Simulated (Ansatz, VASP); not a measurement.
**Two plane-wave programs on HfSi**

```xyz
2
Lattice="0.0000 2.5675 2.5675 2.5675 0.0000 2.5675 2.5675 2.5675 0.0000" Properties=species:S:1:pos:R:3 pbc="T T T"
Hf    0.0000    0.0000    0.0000
Si    1.2838    1.2838    1.2838
```

Change from the starting cell: volume scaled by 0.65, PAW files.

Alike in both runs: task single point; functional LDA; k mesh 12 × 12 × 12; occupations fermi-dirac, width 0.08 eV; no spin polarisation.

|  | VASP | Ansatz |
| --- | --- | --- |
| version | VASP 6.6.1 | Ansatz 0.2.0 |
| potentials or method | VASP PAW LDA potentials, release 64 (Hf_pv, Si) | PAW with Ansatz's default frozen-core files, scalar-relativistic |
| plane-wave cutoff (eV) | 520 | 420 |
| valence electrons in the cell | 14 | 30 |

|  | VASP | Ansatz | Ansatz less VASP |
| --- | --- | --- | --- |
| pressure (GPa) | 63.0 | 61.2 | -1.74 |

LDA's correlation is that of Perdew and Zunger in VASP and of Perdew and Wang (1992) in Ansatz. Both programs put the cell under a high pressure, so it lies far from rest at this level. VASP's potentials hold 14 valence electrons a cell and Ansatz's 30, so a difference there can come from the potentials and not from the codes.

Spin-orbit coupling is off throughout. Noted on VASP's run: the cell as given lies far from equilibrium.
